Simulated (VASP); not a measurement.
A run of VASP 6.6.1:

File INCAR:

```
PREC = Accurate ; ENCUT = 600
EDIFF = 1E-6 ; ISMEAR = 0
SIGMA = 0.1 ; LREAL = F
LASPH = T ; NELM = 100
ALGO = Normal ; ISIF = 4
LWAVE = F ; LCHARG = F
GGA = PS ; IBRION = 2
NSW = 50 ; EDIFFG = -0.01
```

The input KPOINTS:

```
regular mesh
0
Gamma
  12 12 8
```

The input POSCAR:

```
TePd
1.0
    4.2384929663      0.0000000000      0.0000000000
   -2.1192464832      3.6706425825      0.0000000000
    0.0000000000      0.0000000000      5.7281377938
Te Pd
2 2
Direct
    0.3333333333      0.6666666667      0.2500000000
    0.6666666667      0.3333333333      0.7500000000
    0.0000000000      0.0000000000      0.0000000000
    0.0000000000      0.0000000000      0.5000000000
```

Potentials or basis: VASP PAW PBE potentials, release 64 (Te, Pd).

The run is started by

```console
$ cat potpaw_PBE.64/Te/POTCAR potpaw_PBE.64/Pd/POTCAR > POTCAR
$ mpirun -np 1 vasp_std > vasp.out
```

Hardware: 1 thread of AMD EPYC 9R14 (Zen 4) (shared host).

Problem. How long does it take, and how much memory?

Solution. Run time: 4.3 min on 1 thread of AMD EPYC 9R14 (Zen 4), with other jobs on the host, peak memory 0.35 GiB. Counts: scf iterations 20, k points 95, ion steps 2.
